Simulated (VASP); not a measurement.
# BaO (Fm-3m) in VASP: notebook

Runs on BaO. Level: LDA. Tasks: single point, relaxation of cell and atoms.

Program: VASP 6.6.1. These are calculated values, not measurements. Logs are shortened: lines on timing, memory, paths and dates and some standing lists are left out, and cuts for length are marked.

## 1. The cell of the first run

It takes space group Fm-3m (No. 225, cubic). Conventional cell: a = 5.434 Å, b = 5.434 Å, c = 5.434 Å, α = 90.00°, β = 90.00°, γ = 90.00°. Ba (site symmetry m-3m) has 6 O at 2.72 Å within 3.6 Å. O (site symmetry m-3m) has 6 Ba at 2.72 Å within 3.6 Å.

## 2. Single point, LDA

The input, INCAR:

```
ALGO = Normal ; EDIFF = 1E-6
ENCUT = 600 ; GGA_COMPAT = False
ISIF = 2 ; ISMEAR = 0
LASPH = True ; LCHARG = True
LELF = True ; LREAL = False
LVHAR = True ; LWAVE = False
NBANDS = 15 ; NELM = 120
PREC = Accurate ; SIGMA = 0.02
```

The input, KPOINTS:

```
k-points
0
Gamma
  8 8 8
```

The input, POSCAR:

```
BaO
1.0
    0.0000000000      2.7171112972      2.7171112972
    2.7171112972      0.0000000000      2.7171112972
    2.7171112972      2.7171112972      0.0000000000
Ba O
1 1
Direct
    0.0000000000      0.0000000000      0.0000000000
    0.5000000000      0.5000000000      0.5000000000
```

Potentials or basis: VASP PAW LDA potentials, release 64 (Ba_sv, O).

The run is started by

```console
$ cat potpaw_LDA.64/Ba_sv/POTCAR potpaw_LDA.64/O/POTCAR > POTCAR
$ mpirun -np 1 vasp_std > vasp.out
```

OUTCAR:

```text
EDIFF = 1E-6
   ENCUT = 600
   ISIF = 2
   ISMEAR = 0
   LASPH = True
   LREAL = False
   NELM = 120
   PREC = Accurate

 ion  position               nearest neighbor table
   1  0.000  0.000  0.000-   2 2.72   2 2.72   2 2.72   2 2.72   2 2.72   2 2.72
   2  0.500  0.500  0.500-   1 2.72   1 2.72   1 2.72   1 2.72   1 2.72   1 2.72

  LATTYP: Found a face centered cubic cell.
 ALAT       =     5.4342225944

  Lattice vectors:

 A1 = (   0.0000000000,   2.7171112972,   2.7171112972)
 A2 = (   2.7171112972,   0.0000000000,   2.7171112972)
 A3 = (   2.7171112972,   2.7171112972,   0.0000000000)

Analysis of symmetry for initial positions (statically):
=====================================================================
 Subroutine PRICEL returns:
 Original cell was already a primitive cell.

 Routine SETGRP: Setting up the symmetry group for a
 face centered cubic supercell.

 Subroutine GETGRP returns: Found 48 space group operations
 (whereof 48 operations were pure point group operations)
 out of a pool of 48 trial point group operations.

The static configuration has the point symmetry O_h .

Analysis of symmetry for dynamics (positions and initial velocities):
=====================================================================
 Subroutine PRICEL returns:
 Original cell was already a primitive cell.

 Routine SETGRP: Setting up the symmetry group for a
 face centered cubic supercell.

 Subroutine GETGRP returns: Found 48 space group operations
 (whereof 48 operations were pure point group operations)
 out of a pool of 48 trial point group operations.

The dynamic configuration has the point symmetry O_h .

 Subroutine INISYM returns: Found 48 space group operations
 (whereof 48 operations are pure point group operations),
 and found     1 'primitive' translations

----------------------------------------------------------------------------------------

                                     Primitive cell

  volume of cell :      40.1192

  direct lattice vectors                    reciprocal lattice vectors
     0.000000000  2.717111297  2.717111297    -0.184018962  0.184018962  0.184018962
     2.717111297  0.000000000  2.717111297     0.184018962 -0.184018962  0.184018962
     2.717111297  2.717111297  0.000000000     0.184018962  0.184018962 -0.184018962

  length of vectors
     3.842575647  3.842575647  3.842575647     0.318730191  0.318730191  0.318730191

  position of ions in fractional coordinates (direct lattice)
     0.000000000  0.000000000  0.000000000
     0.500000000  0.500000000  0.500000000

  ion indices of the primitive-cell ions
   primitive index   ion index
                 1           1
                 2           2

----------------------------------------------------------------------------------------

 KPOINTS: k-points

Automatic generation of k-mesh.
 Grid dimensions read from file:
 generate k-points for:    8    8    8

 Generating k-lattice:

  Cartesian coordinates                     Fractional coordinates (reciprocal lattice)
    -0.023002370  0.023002370  0.023002370     0.125000000  0.000000000  0.000000000
     0.023002370 -0.023002370  0.023002370     0.000000000  0.125000000  0.000000000
     0.023002370  0.023002370 -0.023002370     0.000000000  0.000000000  0.125000000

  Length of vectors
     0.039841274  0.039841274  0.039841274

  Shift w.r.t. Gamma in fractional coordinates (k-lattice)
     0.000000000  0.000000000  0.000000000

 Subroutine IBZKPT returns following result:
 ===========================================

 Found     29 irreducible k-points:

 Following reciprocal coordinates:
            Coordinates               Weight
  0.000000  0.000000  0.000000      1.000000
  0.125000  0.000000  0.000000      8.000000
  0.250000  0.000000  0.000000      8.000000
  0.375000  0.000000  0.000000      8.000000
  0.500000  0.000000  0.000000      4.000000
  0.125000  0.125000  0.000000      6.000000
[... 16 lines left out ...]
  0.500000  0.250000  0.125000     48.000000
 -0.375000  0.250000  0.125000     24.000000
 [... further k-points ...]
   k-points           NKPTS =     29   k-points in BZ     NKDIM =     29   number of bands    NBANDS=     15
   number of dos      NEDOS =    301   number of ions     NIONS =      2
   total plane-waves  NPLWV =  32768
   dimension x,y,z NGX =    32 NGY =   32 NGZ =   32
   dimension x,y,z NGXF=    64 NGYF=   64 NGZF=   64
   ions per type =               1   1
   NGX,Y,Z   is equivalent  to a cutoff of  13.84, 13.84, 13.84 a.u.
   NGXF,Y,Z  is equivalent  to a cutoff of  27.69, 27.69, 27.69 a.u.
 SYSTEM =  unknown system
   PREC   = accura    normal or accurate (medium, high low for compatibility)
   ISTART =      0    job   : 0-new  1-cont  2-samecut
   ICHARG =      2    charge: 1-file 2-atom 10-const
   ISPIN  =      1    spin polarized calculation?
   LNONCOLLINEAR =      F non collinear calculations
   LSORBIT =      F    spin-orbit coupling
   LASPH  =      T    aspherical Exc in radial PAW
   ENCUT  =  600.0 eV  44.10 Ry    6.64 a.u.   7.67  7.67  7.67*2*pi/ulx,y,z
   NELM   =    120;   NELMIN=  2; NELMDL= -5     # of ELM steps
   EDIFF  = 0.1E-05   stopping-criterion for ELM
   LREAL  =      F    real-space projection
   EDIFFG = 0.1E-04   stopping-criterion for IOM
   NSW    =      0    number of steps for IOM
   IBRION =     -1    ionic relax: 0-MD 1-quasi-New 2-CG
   NFREE  =      0    steps in history (QN), initial steepest desc. (CG)
   ISIF   =      2    stress and relaxation
   ISYM   =      2    0-nonsym 1-usesym 2-fastsym
   POTIM  = 0.5000    time-step for ionic-motion
   TEBEG  =    0.0;   TEEND  =   0.0 temperature during run
   PSTRESS=    0.0 pullay stress
   NELECT =      16.0000    total number of electrons
   NUPDOWN=      -1.0000    fix difference up-down
   EMIN   =  10.00;   EMAX   =-10.00  energy-range for DOS
   EFERMI =   0.00;   METHOD = LEGACY
   ISMEAR =     0;   SIGMA  =   0.02  broadening in eV -4-tet -1-fermi 0-gaus
   EFERMI_NEDOS =   21; number of points for ismear=-14 and -15
   IALGO  =     38    algorithm
   IMIX   =      4    mixing-type and parameters
     AMIX     =   0.40;   BMIX     =  1.00
     AMIX_MAG =   1.60;   BMIX_MAG =  1.00
  volume/ion in A,a.u.               =      20.06       135.37
  Fermi-wavevector in a.u.,A,eV,Ry     =   1.205029  2.277174 19.756941  1.452094
  Thomas-Fermi vector in A             =   2.340737
   LORBIT       =      0    0 simple, 1 ext, 2 COOP (PROOUT), +10 PAW based schemes
   GGA     = CA    functional components
   LHFCALC =     F    Hartree Fock is set to
   AEXX    =    0.0000 exact exchange contribution
   IVDW    =     0    specifies the selected vdW correction
   LEPSILON=     F    determine dielectric tensor
   LRPA    =     F    only Hartree local field effects (RPA)
 non-spin polarized calculation
 Gauss-broadening in eV      SIGMA  =   0.02
  energy-cutoff  :      600.00
  volume of cell :       40.12
 maximum number of plane-waves:      1363
   NGX = 15   NGY = 15   NGZ = 15

 number of electron      15.9999998 magnetization

 Free energy of the ion-electron system (eV)
  ---------------------------------------------------
  ext. energy  EPLUGINS =         0.00000000
  ---------------------------------------------------
  free energy    TOTEN  =       -13.10508983 eV

  energy without entropy =      -13.10508983  energy(sigma->0) =      -13.10508983

 E-fermi :   2.0617     XC(G=0): -10.3309

 val. band max:        1.9678773273   @ k =   0.5000   0.5000   0.0000
 cond. band min:       3.5660614569   @ k =   0.5000   0.5000   0.0000
 fundamental gap:      1.5981841296
 Fermi energy:         2.0616816965

 k-point     1 :       0.0000    0.0000    0.0000
  band No.  band energies     occupation
      1     -23.8237      2.00000
      2     -12.9106      2.00000
      3      -8.2104      2.00000
      4      -8.2104      2.00000
      5      -8.2104      2.00000
      6       1.4394      2.00000
      7       1.4394      2.00000
      8       1.4394      2.00000
      9       5.5270      0.00000
     10       6.5107      0.00000
     11       6.5107      0.00000
     12       6.5107      0.00000
     13       8.9749      0.00000
     14       8.9749      0.00000
     15      11.6538      0.00000

 k-point     2 :       0.1250    0.0000    0.0000
  band No.  band energies     occupation
      1     -23.7767      2.00000
      2     -13.0506      2.00000
      3      -8.2433      2.00000
      4      -8.2314      2.00000
      5      -8.2314      2.00000
      6       1.0735      2.00000
      7       1.2122      2.00000
      8       1.2122      2.00000
      9       6.1673      0.00000
     10       6.4063      0.00000
     11       6.8249      0.00000
     12       6.8249      0.00000
     13       9.4193      0.00000
     14       9.4193      0.00000
     15      12.7027      0.00000

 k-point     3 :       0.2500    0.0000    0.0000
  band No.  band energies     occupation
      1     -23.6597      2.00000
      2     -13.3882      2.00000
      3      -8.3164      2.00000
      4      -8.2806      2.00000
      5      -8.2806      2.00000
      6       0.3904      2.00000
      7       0.7323      2.00000
      8       0.7323      2.00000
      9       6.2778      0.00000
     10       7.6794      0.00000
     11       7.6794      0.00000
     12       7.8644      0.00000
     13      10.5108      0.00000
     14      10.5108      0.00000
     15      14.9808      0.00000

 k-point     4 :       0.3750    0.0000    0.0000
  band No.  band energies     occupation
      1     -23.5370      2.00000
      2     -13.7255      2.00000
      3      -8.3818      2.00000
      4      -8.3277      2.00000
      5      -8.3277      2.00000
      6      -0.1576      2.00000
      7       0.3206      2.00000
      8       0.3206      2.00000
      9       6.6000      0.00000
     10       8.7294      0.00000
     11       8.7294      0.00000
     12       9.5103      0.00000
     13      11.8778      0.00000
     14      11.8778      0.00000
     15      16.1667      0.00000
[... 307 lines left out ...]
 k-point    22 :       0.3750    0.2500    0.1250
  band No.  band energies     occupation
      1     -23.5750      2.00000
      2     -13.4414      2.00000
      3      -8.7363      2.00000
      4      -8.4788      2.00000
      5      -8.3727      2.00000
      6       0.2553      2.00000
      7       0.7210      2.00000
      8       1.4284      2.00000
      9       5.3500      0.00000
     10       7.7392      0.00000
     11       8.6324      0.00000
     12       9.0670      0.00000
     13      10.8045      0.00000
     14      11.5569      0.00000
     15      16.5300      0.00000

 k-point    23 :       0.5000    0.2500    0.1250
  band No.  band energies     occupation
      1     -23.4780      2.00000
      2     -13.5950      2.00000
      3      -8.9576      2.00000
      4      -8.7735      2.00000
      5      -8.3305      2.00000
      6       0.2594      2.00000
      7       0.5423      2.00000
      8       1.2663      2.00000
      9       5.9111      0.00000
     10       7.9749      0.00000
     11       9.4982      0.00000
     12       9.6441      0.00000
     13      11.8012      0.00000
     14      13.3041      0.00000
     15      14.9549      0.00000

 k-point    24 :      -0.3750    0.2500    0.1250
  band No.  band energies     occupation
      1     -23.4368      2.00000
      2     -13.6604      2.00000
      3      -8.9823      2.00000
      4      -8.9541      2.00000
      5      -8.3150      2.00000
      6       0.1300      2.00000
      7       0.8589      2.00000
      8       0.9170      2.00000
      9       6.7164      0.00000
     10       7.3482      0.00000
     11       9.9936      0.00000
     12      10.1076      0.00000
     13      12.4276      0.00000
     14      14.0128      0.00000
     15      14.3683      0.00000

 [... further k-points ...]
[... 5 lines left out ...]
  --------------------------------------------------------------------------------------
  -------------------------------------------------------------------------------------
  Total        0.5457971      0.5457971      0.5457971     -0.0000000      0.0000000      0.0000000
  in kB       21.7966400     21.7966400     21.7966400     -0.0000000      0.0000000      0.0000000
  external PRESSURE =      21.7966400 kB  Pullay stress =       0.0000000 kB

 VOLUME and BASIS-vectors are now :
 -----------------------------------------------------------------------------
  energy-cutoff  :      600.00
  volume of cell :       40.12
      direct lattice vectors                 reciprocal lattice vectors
     0.000000000  2.717111297  2.717111297    -0.184018962  0.184018962  0.184018962
     2.717111297  0.000000000  2.717111297     0.184018962 -0.184018962  0.184018962
     2.717111297  2.717111297  0.000000000     0.184018962  0.184018962 -0.184018962

 POSITION                                       TOTAL-FORCE (eV/Angst)
 -----------------------------------------------------------------------------------
      0.00000      0.00000      0.00000        -0.000000      0.000000      0.000000
      2.71711      2.71711      2.71711         0.000000     -0.000000     -0.000000
 -----------------------------------------------------------------------------------
    total drift:                                0.000000     -0.000000      0.000000

  FREE ENERGIE OF THE ION-ELECTRON SYSTEM (eV)
  ---------------------------------------------------
  free  energy   TOTEN  =       -13.1050898266 eV

  energy  without entropy=      -13.1050898266  energy(sigma->0) =      -13.10508983
```

Run time: 22 s. Hardware: 1 thread of AMD EPYC 7R43 (Zen 3), shared host; peak memory 0.13 GiB.

What came out:

```yaml
Free_energy: -13.1051 eV
Pressure: 2.2 GPa
Band_gap_on_the_k_mesh: 1.60 eV, direct
```

Caveat: spin-orbit coupling is left out, which moves the levels of the heavy elements.

## 3. Relaxation of cell and atoms, LDA

This run uses another cell than the first one, of 21.64 Å³/atom, 1.079 times its volume.

The input, INCAR:

```
SYSTEM = BaO
ALGO = Normal
EDIFF = 1E-7
EDIFFG = -0.005
ENCUT = 600
GGA_COMPAT = .FALSE.
IBRION = 2
ISIF = 3
ISMEAR = 0
LASPH = .TRUE.
LCHARG = .FALSE.
LREAL = .FALSE.
LWAVE = .FALSE.
NELM = 120
NELMIN = 4
NSW = 70
PREC = Accurate
SIGMA = 0.02
```

The input, KPOINTS:

```
k-points
0
G
  8 8 8
  0 0 0
```

The input, POSCAR:

```
BaO
1.0
    0.0000000000      2.7866632389      2.7866632389
    2.7866632389      0.0000000000      2.7866632389
    2.7866632389      2.7866632389      0.0000000000
Ba O
1 1
Direct
    0.0000000000      0.0000000000      0.0000000000
    0.5000000000      0.5000000000      0.5000000000
```

Potentials or basis: VASP PAW LDA potentials, release 64 (Ba_sv, O).

The run is started by

```console
$ cat potpaw_LDA.64/Ba_sv/POTCAR potpaw_LDA.64/O/POTCAR > POTCAR
$ mpirun -np 1 vasp_std > vasp.out
```

Run time: 47 s. Hardware: 1 thread of AMD EPYC 7R43 (Zen 3), shared host; peak memory 0.14 GiB.

Results (log left out):

```
Free energy                            : -13.1148 eV
Relaxed volume                         : 20.55 Å³/atom
Relaxed cell                           : a = 3.873 Å, b = 3.873 Å, c = 3.873 Å, α = 60.00°, β = 60.00°, γ = 60.00°
Space group after relaxing (to 0.05 Å) : Fm-3m (No. 225)
Energy gained by relaxing              : 13.9 meV/atom
Ionic steps                            : 3
Pressure after relaxing                : 0.0 GPa
Band gap on the k mesh                 : 1.70 eV, direct
```

Step by step:
```
step  energy change (eV)  largest force (eV/Å)  pressure (GPa)  volume (Å³)
   1              0.0000                0.0000           -3.89        43.28
   2             -0.0208                0.0000            2.26        40.07
   3             -0.0279                0.0000            0.00        41.09
```

Final structure:
```yaml
crystal:
  lattice:
    - [0.00000, 2.73896, 2.73896]
    - [2.73896, 0.00000, 2.73896]
    - [2.73896, 2.73896, 0.00000]
  atoms:
    - { symbol: Ba, position: [0.00000, 0.00000, 0.00000] }
    - { symbol: O, position: [0.50000, 0.50000, 0.50000] }
```

Levels at points of the mesh, in eV from the valence-band top:
| k point | band 6 | band 7 | band 8 | band 9 | band 10 | band 11 |
| --- | --- | --- | --- | --- | --- | --- |
| (0.00, 0.00, 0.00) | -0.46 | -0.46 | -0.46 | 3.46 | 4.57 | 4.57 |
| (0.50, 0.00, 0.00) | -2.22 | -1.68 | -1.68 | 4.85 | 7.22 | 7.22 |
| (0.50, 0.50, 0.00) | -0.22 | -0.22 | 0.00 | 1.70 | 6.07 | 9.06 |

Caveat: spin-orbit coupling is left out, which moves the levels of the heavy elements. LDA usually gives volumes a few per cent too small.
